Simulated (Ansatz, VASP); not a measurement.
**MgS in VASP and in Ansatz**

Contents of POSCAR:

```
MgS
1.0
    0.0000000000      2.8308768410      2.8308768410
    2.8308768410      0.0000000000      2.8308768410
    2.8308768410      2.8308768410      0.0000000000
Mg S
1 1
Direct
    0.0000000000      0.0000000000      0.0000000000
    0.2500000000      0.2500000000      0.2500000000
```

INCAR.step1

```
SYSTEM = MgS
  PREC = Accurate
  ENCUT = 520
  EDIFF = 1E-5
  ISMEAR = 0
  SIGMA = 0.01
  LREAL = .False.
  LASPH = .True.
  NELM = 80
  ALGO = Normal
  ISIF = 2
  LWAVE = .True.
  LCHARG = .False.
  GGA = PE
  NBANDS = 11
```

Contents of INCAR.step2:

```
SYSTEM = MgS
  PREC = Accurate
  ENCUT = 520
  EDIFF = 1E-6
  ISMEAR = 0
  SIGMA = 0.01
  LREAL = .False.
  LASPH = .True.
  NELM = 80
  ALGO = Normal
  ISIF = 2
  LWAVE = .False.
  LCHARG = .False.
  METAGGA = R2SCAN
  LHFCALC = .True.
  AEXX = 0.1
  LMIXTAU = .True.
  PRECFOCK = Normal
  ISTART = 1
  NBANDS = 11
```

File KPOINTS:

```
Automatic mesh
0
Gamma
  6 6 6
  0 0 0
```

Input for Ansatz:

```yaml
crystal:
  lattice:
    - [0.0, 2.830876841, 2.830876841]
    - [2.830876841, 0.0, 2.830876841]
    - [2.830876841, 2.830876841, 0.0]
  atoms:
    - { symbol: Mg, position: [0.0, 0.0, 0.0] }
    - { symbol: S, position: [0.25, 0.25, 0.25] }
kpoints:
  mp_grid: { grid: [6, 6, 6] }
  band_path:
    path:
      - [0.0, 0.0, 0.0]
      - [-0.5, -0.5, 0.0]
      - [-0.375, -0.375, 0.25]
      - [-0.375, 0.0, 0.375]
      - [0.0, 0.0, 0.5]
      - [-0.5, -0.25, 0.25]
    npoints: 1
hamiltonian:
  xc: r2scanh
scf:
  occupations: { method: fixed }
  n_extra_bands: 4
output:
  forces: true
  stress: true
  eigenvalues: true
```

Alike in both runs: task single point; functional r2SCANh; k mesh 6 × 6 × 6; no spin polarisation.

|  | VASP | Ansatz |
| --- | --- | --- |
| version | VASP 6.6.1 | Ansatz 0.2.0 |
| potentials or method | VASP PAW PBE potentials, release 64 (Mg, S) | plane waves, PAW |
| plane-wave cutoff (eV) | 520 | 500 |
| occupations | gaussian, width 0.01 eV | fixed |
| valence electrons in the cell | 8 | 16 |

```csv
,VASP,Ansatz,Ansatz less VASP
gap on the k mesh at the Fermi level (eV),4.71,4.72,+0.009
pressure (GPa),-0.5,-0.2,+0.29
```

VASP's potentials were made for PBE, not for r2SCANh. VASP's potentials hold 8 valence electrons a cell and Ansatz's 16, so a difference there can come from the potentials and not from the codes. Ansatz's warnings: stress exchange threshold loose, stress scf threshold loose.
